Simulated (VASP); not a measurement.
Crystal: CdS.

```
Cd S
1.0
     0.00000    2.94295    2.91352
     2.94295    0.00000    2.91352
     2.94295    2.94295    0.00000
Cd S
1 1
Direct
  0.00000 0.00000 0.00000
  0.75000 0.75000 0.75000
```

This cell differs from its parent crystal: zz strain of -1 %.

Base run:

| Quantity | Value |
| --- | --- |
| Program | VASP 6.6.1 |
| Functional | PBE |
| Potentials or basis | VASP PAW PBE potentials, release 64 (Cd, S) |
| Cutoff | 400 eV |
| k mesh | 7 × 7 × 7 |
| Occupations | fermi-dirac, width 0.02 eV |
| Spin | no spin polarisation |

Its results: band gap on the k mesh 1.09 eV, direct; pressure 1.7 GPa.

Q: The run is repeated on the same cell with these changes: cutoff from 400 eV to 520 eV; further incar settings from ALGO = Normal; EDIFF = 1e-08; NBANDS = 16 to ALGO = Normal; EDIFF = 1e-07; NBANDS = 16. What comes out?

A: Band gap on the k mesh 1.09 eV, direct; pressure 2.1 GPa.

